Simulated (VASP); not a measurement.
Here is a VASP 6.6.1 calculation.

Contents of INCAR:

```
ALGO = Normal ; EDIFF = 1E-6
EDIFFG = -0.04 ; ENCUT = 600
GGA = PE ; IBRION = 2
ISIF = 3 ; ISMEAR = 0
LASPH = True ; LCHARG = False
LREAL = False ; LWAVE = False
NELM = 80 ; NSW = 90
PREC = Accurate ; SIGMA = 0.1
```

File KPOINTS:

```
k-points
0
Gamma
  4 4 4
```

POSCAR

```
Cu4W
1.0
    4.2114904400      0.0000000000      0.0000000000
    0.0000000000      4.2114904400      0.0000000000
    0.0000000000      0.0000000000      4.2114904400
Cu W
4 1
Direct
    0.2500000000      0.2500000000      0.2500000000
    0.7500000000      0.7500000000      0.2500000000
    0.2500000000      0.7500000000      0.7500000000
    0.7500000000      0.2500000000      0.7500000000
    0.0000000000      0.0000000000      0.0000000000
```

Potentials or basis: VASP PAW PBE potentials, release 64 (Cu, W_sv).

The run is started by

```sh
$ cat potpaw_PBE.64/Cu/POTCAR potpaw_PBE.64/W_sv/POTCAR > POTCAR
$ mpirun -np 1 vasp_std > vasp.out
```

(1) Predict the band gap on the k mesh.

(2) Estimate the space group after relaxing (to 0.1 Å).

(3) Predict the relaxed volume.

Results:

(1) zero (bands 29 and 30 overlap by 0.26 eV).

(2) P-43m (No. 215).

(3) 17.04 Å³/atom.

Caveat: the k points lie up to 0.36 Å⁻¹ apart in the final cell; spin-orbit coupling is left out, which moves the levels of the heavy elements.
